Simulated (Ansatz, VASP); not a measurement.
## La2O3 in VASP and in Ansatz

```
La O
1.0
     6.18208    0.00000    0.00000
    -3.09104    5.35384    0.00000
     0.00000    0.00000    3.25517
La O
2 3
Cartesian
  3.0910 1.7846 1.6276
  0.0000 3.5692 1.6276
  3.1406 0.0000 0.0000
  -1.5703 2.7198 0.0000
  1.5207 2.6340 0.0000
```

Change from the starting cell: volume scaled by 0.96.

Alike in both runs: task single point; functional LDA; k mesh 5 × 5 × 8; occupations fermi-dirac, width 0.05 eV; no spin polarisation.

|  | VASP | Ansatz |
| --- | --- | --- |
| version | VASP 6.6.1 | Ansatz 0.2.0 |
| potentials or method | VASP PAW LDA potentials, release 64 (La, O), cutoff 520 eV | all-electron LAPW, scalar-relativistic |

Ansatz gave:

| Quantity | Value |
| --- | --- |
| gap on the k mesh at the Fermi level (eV) | 1.15 |
| least direct gap on the mesh (eV) | 1.81 |
| pressure (GPa) | 1.0 |
| traceless stress, the component that is largest in VASP (GPa) | -1.69 |
| rms of the force components (eV/Å) | 0.023 |

**Question.** What did VASP give for the same quantities?

**Answer.** gap on the k mesh at the Fermi level (eV): 1.15; least direct gap on the mesh (eV): 1.80; pressure (GPa): 0.9; traceless stress, the component that is largest in VASP (GPa): -1.66; rms of the force components (eV/Å): 0.023.

LDA's correlation is that of Perdew and Zunger in VASP and of Perdew and Wang (1992) in Ansatz. Atom by atom the forces differ by 0.000 eV/Å (rms over components). Ansatz ran all-electron here, and VASP with PAW potentials.

Spin-orbit coupling is off throughout.
